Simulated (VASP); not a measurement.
# C (Fd-3m) in VASP: vibrations by perturbation theory with PBE

Aim: the vibrations by perturbation theory of C with PBE.

All numbers are computed with VASP 6.6.1; they aren't measurements. Logs are shortened: lines on timing, memory, paths and dates and some standing lists are left out, and cuts for length are marked.

### Step 1. The cell of the first run

It takes space group Fd-3m (No. 227, cubic). The conventional cell has a = 3.572 Å, b = 3.572 Å, c = 3.572 Å, α = 90.00°, β = 90.00°, γ = 90.00°. Within 2.1 Å of C (site symmetry -43m) lie 4 C at 1.55 Å.

### Step 2. Vibrations by perturbation theory, PBE

INCAR reads:

```
SYSTEM = C
PREC = Accurate
ENCUT = 600
EDIFF = 1E-8
ISMEAR = 0
SIGMA = 0.01
LREAL = .FALSE.
LASPH = .TRUE.
NELM = 120
ALGO = Normal
ISIF = 2
LWAVE = .FALSE.
LCHARG = .FALSE.
GGA = PE
IBRION = 8
NSW = 1
GGA_COMPAT = .FALSE.
```

KPOINTS reads:

```
Automatic mesh
0
G
  10 10 10
  0 0 0
```

POSCAR reads:

```
C
1.0
    0.0000000000      1.7858130120      1.7858130120
    1.7858130120      0.0000000000      1.7858130120
    1.7858130120      1.7858130120      0.0000000000
C
2
Direct
    0.0000000000      0.0000000000      0.0000000000
    0.2500000000      0.2500000000      0.2500000000
```

Potentials or basis: VASP PAW PBE potentials, release 64 (C).

On the command line:

```console
> cat potpaw_PBE.64/C/POTCAR > POTCAR
> mpirun -np 1 vasp_std > vasp.out
```

OUTCAR:

```text
SYSTEM = C
   PREC = Accurate
   ENCUT = 600
   EDIFF = 1E-8
   ISMEAR = 0
   LREAL = .FALSE.
   LASPH = .TRUE.
   NELM = 120
   ISIF = 2
   GGA = PE
   IBRION = 8
   NSW = 1

 ion  position               nearest neighbor table
   1  0.000  0.000  0.000-   2 1.55   2 1.55   2 1.55   2 1.55
   2  0.250  0.250  0.250-   1 1.55   1 1.55   1 1.55   1 1.55

  LATTYP: Found a face centered cubic cell.
 ALAT       =     3.5716260240

  Lattice vectors:

 A1 = (   0.0000000000,   1.7858130120,   1.7858130120)
 A2 = (   1.7858130120,   0.0000000000,   1.7858130120)
 A3 = (   1.7858130120,   1.7858130120,   0.0000000000)

Analysis of symmetry for initial positions (statically):
=====================================================================
 Subroutine PRICEL returns:
 Original cell was already a primitive cell.

 Routine SETGRP: Setting up the symmetry group for a
 face centered cubic supercell.

 Subroutine GETGRP returns: Found 48 space group operations
 (whereof 24 operations were pure point group operations)
 out of a pool of 48 trial point group operations.

The static configuration has the point symmetry T_d .
 The point group associated with its full space group is O_h .

Analysis of symmetry for dynamics (positions and initial velocities):
=====================================================================
 Subroutine PRICEL returns:
 Original cell was already a primitive cell.

 Routine SETGRP: Setting up the symmetry group for a
 face centered cubic supercell.

 Subroutine GETGRP returns: Found 48 space group operations
 (whereof 24 operations were pure point group operations)
 out of a pool of 48 trial point group operations.

The dynamic configuration has the point symmetry T_d .
 The point group associated with its full space group is O_h .

[... 425 lines left out ...]
  --------------------------------------------------------------------------------------
  -------------------------------------------------------------------------------------
  Total       -0.0015000     -0.0015000     -0.0015000      0.0000000      0.0000000      0.0000000
  in kB       -0.2109883     -0.2109883     -0.2109883      0.0000000      0.0000000      0.0000000
  external PRESSURE =      -0.2109883 kB  Pullay stress =       0.0000000 kB

 VOLUME and BASIS-vectors are now :
 -----------------------------------------------------------------------------
  energy-cutoff  :      600.00
  volume of cell :       11.39
      direct lattice vectors                 reciprocal lattice vectors
     0.000000000  1.785813012  1.785813012    -0.279984521  0.279984521  0.279984521
     1.785813012  0.000000000  1.785813012     0.279984521 -0.279984521  0.279984521
     1.785813012  1.785813012  0.000000000     0.279984521  0.279984521 -0.279984521

 POSITION                                       TOTAL-FORCE (eV/Angst)
 -----------------------------------------------------------------------------------
      0.00000      0.00000      0.00000        -0.000000     -0.000000     -0.000000
      0.89291      0.89291      0.89291         0.000000      0.000000      0.000000
 -----------------------------------------------------------------------------------
    total drift:                                0.000000      0.000000      0.000000

  FREE ENERGIE OF THE ION-ELECTRON SYSTEM (eV)
  ---------------------------------------------------
  free  energy   TOTEN  =       -18.1904397490 eV

  energy  without entropy=      -18.1904397490  energy(sigma->0) =      -18.19043975

[... ionic steps 2 to 3 ...]

--------------------------------------- Ionic step        4  -------------------------------------------

 Free energy of the ion-electron system (eV)
  ---------------------------------------------------
  ---------------------------------------------------
  free energy    TOTEN  =        -0.11185291 eV

  energy without entropy =       -0.11185291

------------------------ aborting loop because EDIFF is reached ----------------------------------------

 INTERNAL STRAIN TENSOR  FOR ION    1  DIRECTION 1   (eV/Angst):
 -----------------------------------------------------------------------------
     0.00846  0.00000  0.00000
     0.00000 -0.00362  2.76141
     0.00000  2.76141 -0.00362

 INTERNAL STRAIN TENSOR FOR ION    2 for displacements in x,y,z  (eV/Angst):
          X           Y           Z          XY          YZ          ZX
  --------------------------------------------------------------------------------
  x     0.00000     0.00000     0.00000     0.00000    -2.76141     0.00000
  y     0.00000     0.00000     0.00000     0.00000     0.00000    -2.76141
  z     0.00000     0.00000     0.00000    -2.76141     0.00000     0.00000

 SECOND DERIVATIVES (NOT SYMMETRIZED)
 ------------------------------------
               1X          1Y          1Z          2X          2Y          2Z
  1X   -36.956699    0.000000    0.000000   36.956699    0.000000    0.000000
  1Y     0.000000  -36.956699    0.000000    0.000000   36.956699    0.000000
  1Z     0.000000    0.000000  -36.956699    0.000000    0.000000   36.956699
  2X    36.956699    0.000000    0.000000  -36.956699    0.000000    0.000000
  2Y     0.000000   36.956699    0.000000    0.000000  -36.956699    0.000000
  2Z     0.000000    0.000000   36.956699    0.000000    0.000000  -36.956699

 Eigenvectors and eigenvalues of the dynamical matrix
 ----------------------------------------------------

   1 f  =   38.781333 THz   243.670299 2PiTHz 1293.606011 cm-1   160.386632 meV
             X         Y         Z           dx          dy          dz
      0.000000  0.000000  0.000000     0.000000   -0.707107    0.000000
      0.892907  0.892907  0.892907     0.000000    0.707107    0.000000
[... 21 lines left out ...]
   6 f  =    0.000000 THz     0.000000 2PiTHz    0.000000 cm-1     0.000000 meV
             X         Y         Z           dx          dy          dz
      0.000000  0.000000  0.000000     0.000000    0.000000    0.707107
      0.892907  0.892907  0.892907     0.000000    0.000000    0.707107

--------------------------------------------------------------------------------------------------------

 ELASTIC MODULI CONTR FROM IONIC RELAXATION (kBar)
 Direction    XX          YY          ZZ          XY          YZ          ZX
 --------------------------------------------------------------------------------
 XX          -0.0000     -0.0000     -0.0000      0.0000      0.0000      0.0000
 YY          -0.0000     -0.0000     -0.0000      0.0000      0.0000      0.0000
 ZZ          -0.0000     -0.0000     -0.0000      0.0000      0.0000      0.0000
 XY           0.0000      0.0000      0.0000    -29.0230      0.0000      0.0000
 YZ           0.0000      0.0000      0.0000      0.0000    -29.0230      0.0000
 ZX           0.0000      0.0000      0.0000      0.0000      0.0000    -29.0230
 --------------------------------------------------------------------------------
```

OSZICAR:

```text
N       E                     dE             d eps       ncg     rms          rms(c)
DAV:   1     0.317163557715E+01    0.31716E+01   -0.54457E+03   768   0.110E+03
DAV:   2    -0.186618999084E+02   -0.21834E+02   -0.20163E+02  1184   0.120E+02
DAV:   3    -0.188199144442E+02   -0.15801E+00   -0.15801E+00   808   0.134E+01
DAV:   4    -0.188201607120E+02   -0.24627E-03   -0.24627E-03  1072   0.545E-01
[... 22 lines left out ...]
RMM:   7    -0.111852888586E+00    0.37305E-05   -0.68766E-08  4450   0.708E-04    0.720E-05
RMM:   8    -0.111853206663E+00   -0.31808E-06   -0.79502E-08  4462   0.126E-04    0.190E-05
RMM:   9    -0.111852898513E+00    0.30815E-06    0.77025E-08  4515   0.365E-05    0.383E-06
RMM:  10    -0.111852905160E+00   -0.66477E-08    0.25657E-08  4293   0.719E-06    0.613E-07
 Linear response finished
```

Wall time 22 s (1 thread of Intel Xeon Platinum 8488C (Sapphire Rapids), shared host); peak memory 0.15 GiB.

Results:

* Highest phonon frequency at Γ: 1294 cm⁻¹

Phonon frequencies in cm⁻¹ (negative: imaginary):
```
              q point           frequencies
(0.000, 0.000, 0.000)  0 0 0 1294 1294 1294
```
